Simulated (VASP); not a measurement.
# Mg31S32 (a cell with a defect) in VASP: single point with PBEsol

Aim: the single point of Mg31S32 (a cell with a defect) with PBEsol.

Everything below comes from runs of VASP 6.6.1. Logs are shortened: lines on timing, memory, paths and dates and some standing lists are left out, and cuts for length are marked.

**1. The cell of the first run**

The cell holds a defect, 63 atoms: a = 10.364 Å, b = 10.364 Å, c = 10.364 Å, α = 90.00°, β = 90.00°, γ = 90.00°.

**2. Single point, PBEsol**

File INCAR:

```
PREC     = Accurate       # precision mode
ENCUT    = 520            # plane-wave cutoff, eV
EDIFF    = 1E-6           # SCF threshold, eV
ISMEAR   = -1             # smearing method
SIGMA    = 0.05           # smearing width, eV
LREAL    = Auto         
LASPH    = True           # aspherical terms in the spheres
NELM     = 80             # most SCF steps
ALGO     = Normal         # electronic algorithm
ISIF     = 2              # what is computed and relaxed
LWAVE    = False          # write WAVECAR
LCHARG   = False          # write CHGCAR
GGA      = PS             # functional
NELECT   = 256.0        
ISYM     = 0            
NBANDS   = 164            # bands
```

File KPOINTS:

```
Automatic mesh
0
Gamma
  1 1 1
  0.25 0.25 0.25
```

File POSCAR:

```
Mg31S32
1.0
   10.3639610000      0.0000000000      0.0000000000
    0.0000000000     10.3639610000      0.0000000000
    0.0000000000      0.0000000000     10.3639610000
S Mg
32 31
Direct
    0.2488220000      0.0001030000      0.0000000000
    0.2470400000      0.9999990000      0.4999520000
    0.2470960000      0.5000790000      0.9998160000
    0.2402420000      0.5000370000      0.4998470000
    0.7512330000      0.9999190000      0.9996960000
    0.7530320000      0.9999700000      0.4997220000
    0.7530530000      0.4999100000      0.9997870000
    0.7597850000      0.4999700000      0.4997000000
    0.0000750000      0.2488320000      0.9998840000
    0.0000850000      0.2470330000      0.4998680000
    0.9999750000      0.7511750000      0.9996990000
    0.9999800000      0.7529620000      0.4996810000
    0.5000180000      0.2469940000      0.9999140000
    0.5000950000      0.2401900000      0.4998850000
    0.5000070000      0.7529850000      0.9996880000
    0.4999330000      0.7597480000      0.4997540000
    0.0001170000      0.0000590000      0.2485800000
    0.9999610000      0.9998550000      0.7510070000
    0.0000970000      0.5000770000      0.2467480000
    0.9999790000      0.4998730000      0.7526840000
    0.5001290000      0.9999650000      0.2468640000
    0.4999880000      0.9999440000      0.7528610000
    0.5001700000      0.5001340000      0.2400920000
    0.4999260000      0.4997680000      0.7595950000
    0.2491020000      0.2491080000      0.2488640000
    0.2490220000      0.2489600000      0.7508900000
    0.2490300000      0.7510750000      0.2488270000
    0.2490070000      0.7510280000      0.7508730000
    0.7510800000      0.2489190000      0.2487960000
    0.7510760000      0.2488490000      0.7508460000
    0.7510390000      0.7509430000      0.2486600000
    0.7509370000      0.7508230000      0.7506410000
    0.0000320000      0.0000400000      0.9998540000
    0.0000490000      0.0000160000      0.4998450000
    0.0000700000      0.5000070000      0.9997220000
    0.0000120000      0.5000930000      0.4996920000
    0.5000440000      0.9999980000      0.9998790000
    0.5000130000      0.9999740000      0.4999120000
    0.5000190000      0.4999730000      0.9998520000
    0.2511640000      0.2512610000      0.9998620000
    0.2549230000      0.2548870000      0.4998440000
    0.2512440000      0.7489140000      0.9998900000
    0.2546900000      0.7452790000      0.4998500000
    0.7487780000      0.2511200000      0.9998280000
    0.7453820000      0.2547500000      0.4998210000
    0.7488270000      0.7487110000      0.9996420000
    0.7450710000      0.7451680000      0.4996060000
    0.2513390000      0.0001320000      0.2511770000
    0.2512270000      0.0000040000      0.7488810000
    0.2550130000      0.5001270000      0.2546970000
    0.2547200000      0.4999840000      0.7450230000
    0.7489630000      0.9999240000      0.2508820000
    0.7488540000      0.9997800000      0.7485170000
    0.7454270000      0.4999570000      0.2544970000
    0.7450720000      0.4997970000      0.7448660000
    0.0000780000      0.2512490000      0.2510400000
    0.0000530000      0.2510620000      0.7486810000
    0.0000560000      0.7488760000      0.2508810000
    0.9999930000      0.7486680000      0.7485360000
    0.5001740000      0.2549470000      0.2547420000
    0.5000670000      0.2545780000      0.7450960000
    0.5000900000      0.7453230000      0.2545450000
    0.4999570000      0.7449160000      0.7449230000
```

Potentials or basis: VASP PAW PBE potentials, release 64 (S, Mg).

Run with:

```bash
$ cat potpaw_PBE.64/S/POTCAR potpaw_PBE.64/Mg/POTCAR > POTCAR
$ mpirun -np 1 vasp_std > vasp.out
```

OUTCAR:

```text
PREC = Accurate
   ENCUT = 520
   EDIFF = 1E-6
   ISMEAR = -1
   LREAL = Auto
   LASPH = True
   NELM = 80
   ISIF = 2
   GGA = PS
   NELECT = 256.0
   ISYM = 0

 ion  position               nearest neighbor table
   1  0.249  0.000  0.000-  33 2.58  49 2.60  40 2.60  48 2.60  42 2.60  37 2.60
   2  0.247  1.000  0.500-  34 2.56  48 2.58  49 2.58  38 2.62  43 2.64  41 2.64
   3  0.247  0.500  1.000-  35 2.56  40 2.58  42 2.58  39 2.62  51 2.64  50 2.64
   4  0.240  0.500  0.500-  36 2.49  41 2.55  50 2.55  51 2.55  43 2.55
   5  0.751  1.000  1.000-  33 2.58  37 2.60  53 2.60  52 2.60  44 2.60  46 2.60
   6  0.753  1.000  0.500-  34 2.56  53 2.58  52 2.58  38 2.62  45 2.64  47 2.64
   7  0.753  0.500  1.000-  35 2.56  44 2.58  46 2.58  39 2.62  54 2.64  55 2.64
   8  0.760  0.500  0.500-  36 2.49  55 2.55  54 2.55  47 2.55  45 2.55
   9  0.000  0.249  1.000-  33 2.58  40 2.60  56 2.60  35 2.60  57 2.60  44 2.60
  10  0.000  0.247  0.500-  34 2.56  57 2.58  56 2.58  36 2.62  45 2.64  41 2.64
  11  1.000  0.751  1.000-  33 2.58  46 2.60  35 2.60  59 2.60  58 2.60  42 2.60
  12  1.000  0.753  0.500-  34 2.56  58 2.58  59 2.58  36 2.62  43 2.64  47 2.64
  13  0.500  0.247  1.000-  37 2.56  44 2.58  40 2.58  39 2.62  61 2.64  60 2.64
  14  0.500  0.240  0.500-  38 2.49  60 2.55  41 2.55  61 2.55  45 2.55
  15  0.500  0.753  1.000-  37 2.56  42 2.58  46 2.58  39 2.62  63 2.64  62 2.64
  16  0.500  0.760  0.500-  38 2.49  47 2.55  63 2.55  62 2.55  43 2.55
  17  0.000  0.000  0.249-  33 2.58  52 2.60  58 2.60  56 2.60  48 2.60  34 2.60
[... 47 lines left out ...]
  55  0.745  0.500  0.745-  24 2.55   8 2.55  30 2.60  32 2.60  20 2.64   7 2.64  45 3.59  61 3.59
                            63 3.59  47 3.60
  56  0.000  0.251  0.251-  10 2.58  19 2.58  29 2.58  25 2.58   9 2.60  17 2.60  36 3.65
  57  0.000  0.251  0.749-  20 2.58  10 2.58  26 2.58  30 2.58   9 2.60  18 2.60  36 3.65
  58  0.000  0.749  0.251-  19 2.58  12 2.58  27 2.58  31 2.58  11 2.60  17 2.60  36 3.65
  59  1.000  0.749  0.749-  20 2.58  12 2.58  28 2.58  32 2.58  11 2.60  18 2.60  36 3.65
  60  0.500  0.255  0.255-  14 2.55  23 2.55  29 2.60  25 2.60  13 2.64  21 2.64  54 3.59  45 3.59
                            50 3.59  41 3.59
  61  0.500  0.255  0.745-  24 2.55  14 2.55  30 2.60  26 2.60  22 2.64  13 2.64  55 3.59  41 3.59
                            45 3.60  51 3.60
  62  0.500  0.745  0.255-  23 2.55  16 2.55  31 2.60  27 2.60  21 2.64  15 2.64  47 3.59  50 3.59
                            54 3.60  43 3.60
  63  0.500  0.745  0.745-  24 2.55  16 2.55  28 2.60  32 2.60  15 2.64  22 2.64  51 3.59  55 3.59
                            43 3.59  47 3.59

IMPORTANT INFORMATION: All symmetrisations will be switched off!
NOSYMM: (Re-)initialisation of all symmetry stuff for point group C_1.

----------------------------------------------------------------------------------------

                                     Primitive cell

  volume of cell :    1113.2105

  direct lattice vectors                    reciprocal lattice vectors
[... 203 lines left out ...]
   ISMEAR =    -1;   SIGMA  =   0.05  broadening in eV -4-tet -1-fermi 0-gaus
   EFERMI_NEDOS =   21; number of points for ismear=-14 and -15
   IALGO  =     38    algorithm
   IMIX   =      4    mixing-type and parameters
     AMIX     =   0.40;   BMIX     =  1.00
     AMIX_MAG =   1.60;   BMIX_MAG =  1.00
  volume/ion in A,a.u.               =      17.67       119.24
  Fermi-wavevector in a.u.,A,eV,Ry     =   1.002988  1.895372 13.687255  1.005985
  Thomas-Fermi vector in A             =   2.135511
   LORBIT       =      0    0 simple, 1 ext, 2 COOP (PROOUT), +10 PAW based schemes
   GGA     = PS    functional components
   LHFCALC =     F    Hartree Fock is set to
   AEXX    =    0.0000 exact exchange contribution
   IVDW    =     0    specifies the selected vdW correction
   LEPSILON=     F    determine dielectric tensor
   LRPA    =     F    only Hartree local field effects (RPA)
 non-spin polarized calculation
  energy-cutoff  :      520.00
  volume of cell :     1113.21
 maximum number of plane-waves:     30028
 NGX is ok and might be reduce to    80
   NGX = 39   NGY = 39   NGZ = 39

 number of electron     256.0000003 magnetization

 Free energy of the ion-electron system (eV)
  ---------------------------------------------------
  ext. energy  EPLUGINS =         0.00000000
  ---------------------------------------------------
  free energy    TOTEN  =      -275.93851355 eV

  energy without entropy =     -275.93851355  energy(sigma->0) =     -275.93851355

 E-fermi :   4.8794     XC(G=0):  -9.8458

 val. band max:        3.6294685009   @ k =   0.2500  -0.2500   0.2500
 cond. band min:       6.9075595083   @ k =  -0.2500  -0.2500   0.2500
 fundamental gap:      3.2780910073
 Fermi energy:         4.8794260228

 k-point     1 :       0.2500    0.2500    0.2500
  band No.  band energies     occupation
      1      -8.9788      2.00000
      2      -8.5998      2.00000
      3      -8.5995      2.00000
      4      -8.5521      2.00000
      5      -8.2637      2.00000
      6      -8.2633      2.00000
[... 561 lines left out ...]
    139       8.2686      0.00000
    140       8.3269      0.00000
 [bands above 140 left out]

------------------------ aborting loop because EDIFF is reached ----------------------------------------

  FORCE on cell =-STRESS in cart. coord.  units (eV):
  Direction    XX          YY          ZZ          XY          YZ          ZX
  --------------------------------------------------------------------------------------
  -------------------------------------------------------------------------------------
  Total       15.9760620     15.9755584     15.9724860     -0.0115527     -0.0170896     -0.0151461
  in kB       22.9933903     22.9926655     22.9882435     -0.0166272     -0.0245961     -0.0217988
  external PRESSURE =      22.9914331 kB  Pullay stress =       0.0000000 kB

 VOLUME and BASIS-vectors are now :
 -----------------------------------------------------------------------------
  energy-cutoff  :      520.00
  volume of cell :     1113.21
      direct lattice vectors                 reciprocal lattice vectors
    10.363961000  0.000000000  0.000000000     0.096488206  0.000000000  0.000000000
     0.000000000 10.363961000  0.000000000     0.000000000  0.096488206  0.000000000
     0.000000000  0.000000000 10.363961000     0.000000000  0.000000000  0.096488206

 POSITION                                       TOTAL-FORCE (eV/Angst)
 -----------------------------------------------------------------------------------
      2.57878      0.00107      0.00000        -0.001677     -0.004163     -0.004574
      2.56031     10.36395      5.18148        -0.004650      0.002460     -0.003336
      2.56089      5.18280     10.36205        -0.007758     -0.001495      0.001431
      2.48986      5.18236      5.18039        -0.004262      0.001786     -0.001528
      7.78575     10.36312     10.36081         0.003730      0.001090      0.003448
      7.80439     10.36365      5.17910         0.005272     -0.001439      0.001872
[... 55 lines left out ...]
      5.18291      7.72450      2.63809        -0.002120     -0.007919      0.005681
      5.18153      7.72028      7.72035         0.000547     -0.001604     -0.006255
 -----------------------------------------------------------------------------------
    total drift:                                0.002501     -0.000809     -0.001880

  FREE ENERGIE OF THE ION-ELECTRON SYSTEM (eV)
  ---------------------------------------------------
  free  energy   TOTEN  =      -275.9385135482 eV

  energy  without entropy=     -275.9385135481  energy(sigma->0) =     -275.93851355
```

It took 33 min on 1 thread of AMD EPYC 9755, shared host; peak memory 1.1 GiB.

Results:

```
Free energy   : -275.9385 eV
Largest force : 0.011 eV/Å
```

Forces on the atoms (eV/Å):
```
S   -0.002 -0.004 -0.005
S   -0.005  0.002 -0.003
S   -0.008 -0.001  0.001
S   -0.004  0.002 -0.002
S    0.004  0.001  0.003
S    0.005 -0.001  0.002
S    0.003  0.001 -0.004
S    0.006 -0.002 -0.001
S   -0.003 -0.004 -0.002
S    0.000 -0.006 -0.004
S    0.002  0.005  0.002
S    0.000  0.007  0.004
S    0.000 -0.004 -0.001
S    0.001 -0.005 -0.003
S    0.002  0.004  0.002
S    0.001  0.006  0.001
S   -0.001 -0.001  0.001
S    0.004  0.004  0.005
S    0.002 -0.003 -0.004
S    0.000  0.002  0.008
S   -0.001  0.003 -0.005
S    0.003 -0.003  0.004
S   -0.001 -0.004 -0.008
S    0.003  0.004  0.004
S    0.002  0.000  0.003
S    0.000  0.001 -0.002
S    0.002 -0.001  0.000
S   -0.001 -0.003 -0.003
S    0.000  0.003  0.002
S   -0.003  0.003 -0.002
S    0.001  0.002  0.004
S    0.001  0.000  0.003
Mg  -0.001 -0.002 -0.002
Mg   0.000 -0.001 -0.001
Mg   0.000  0.000  0.001
Mg   0.000 -0.004  0.003
Mg   0.000  0.000  0.000
Mg   0.000  0.000 -0.002
Mg   0.001  0.000  0.000
Mg   0.003  0.000  0.001
Mg   0.005  0.004  0.002
Mg  -0.003 -0.002 -0.002
Mg   0.009 -0.007  0.000
Mg   0.003  0.000 -0.001
Mg  -0.010  0.006  0.000
Mg  -0.001  0.001  0.001
Mg  -0.003 -0.007  0.003
Mg  -0.002 -0.002 -0.001
Mg  -0.002 -0.001 -0.005
Mg   0.003 -0.002  0.004
Mg   0.008 -0.001 -0.005
Mg  -0.001  0.001  0.001
Mg  -0.002  0.003  0.002
Mg  -0.009  0.000  0.007
Mg  -0.003  0.002 -0.005
Mg   0.001 -0.001  0.000
Mg   0.000  0.001  0.000
Mg   0.000  0.000  0.000
Mg  -0.001  0.001  0.000
Mg  -0.003  0.003  0.005
Mg  -0.001  0.008 -0.006
Mg  -0.002 -0.008  0.006
Mg   0.001 -0.002 -0.006
```

Levels at points of the mesh, in eV from the Fermi level:
```tsv
k point	band 126	band 127	band 128	band 129	band 130	band 131
(0.25, 0.25, 0.25)	-1.37	-1.25	-1.25	2.03	2.03	2.32
```

Caveat: the cell carries a net charge on a neutralising background, which shifts energy and pressure; the cell is charged against a uniform background, so pressure and absolute levels hang on convention; the PAW data sets were made with another functional, which shifts forces and pressure a little.
